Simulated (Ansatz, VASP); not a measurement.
# Al2Au: VASP beside Ansatz

File INCAR:

```
PREC = Accurate
ENCUT = 520
EDIFF = 1E-6
ISMEAR = 0
SIGMA = 0.1
LREAL = False
LASPH = True
NELM = 100
ALGO = Fast
ISIF = 2
LWAVE = False
LCHARG = True
GGA = PS
LELF = True
LVHAR = True
NBANDS = 16
```

KPOINTS

```
regular mesh
0
Gamma
  12 12 12
```

POSCAR

```
Al2Au
1.0
   -0.1800000000      3.0564000000      3.0347100000
    2.7835200000      0.0000000000      2.8547100000
    2.9635200000      3.0564000000     -0.1800000000
Al Au
2 1
Direct
    0.2613005872      0.2386994128      0.2613005872
    0.7944335283      0.7055664717      0.7944335283
   -0.0557341155      0.0557341155     -0.0557341155
```

Input for Ansatz:

```yaml
crystal:
  lattice:
    - [-0.18, 3.0564, 3.03471]
    - [2.78352, 0.0, 2.85471]
    - [2.96352, 3.0564, -0.18]
  atoms:
    - { symbol: Al, position: [0.2613005872, 0.2386994128, 0.2613005872] }
    - { symbol: Al, position: [0.7944335283, 0.7055664717, 0.7944335283] }
    - { symbol: Au, position: [-0.0557341155, 0.0557341155, -0.0557341155] }
basis:
  ecutwfc: 420
kpoints:
  mp_grid: { grid: [12, 12, 12] }
hamiltonian:
  xc: pbesol
scf:
  occupations: { method: gaussian, width: 0.1 }
output:
  forces: true
  stress: true
  eigenvalues: true
```

Alike in both runs: task single point; functional PBEsol; k mesh 12 × 12 × 12; occupations gaussian, width 0.1 eV; no spin polarisation.

|  | VASP | Ansatz |
| --- | --- | --- |
| version | VASP 6.6.1 | Ansatz 0.2.0 |
| potentials or method | VASP PAW PBE potentials, release 64 (Al, Au), cutoff 520 eV | scalar-relativistic, plane waves, PAW |
| valence electrons in the cell | 17 | 25 |

Ansatz gave:

| Quantity | Value |
| --- | --- |
| gap on the k mesh at the Fermi level (eV) | none |
| pressure (GPa) | 13.9 |
| traceless stress, the component that is largest in VASP (GPa) | 20.43 |
| rms of the force components (eV/Å) | 1.993 |

Task: Which values does VASP return?

Result: gap on the k mesh at the Fermi level (eV): none; pressure (GPa): 13.8; traceless stress, the component that is largest in VASP (GPa): 20.45; rms of the force components (eV/Å): 1.994.

VASP's potentials were made for PBE, not for PBEsol. Atom by atom the forces differ by 0.002 eV/Å (rms over components). A gap of «none» marks a metal or a gap that the smearing closes. VASP's potentials hold 17 valence electrons a cell and Ansatz's 25, so a difference there can come from the potentials and not from the codes.

Spin-orbit coupling is off throughout.
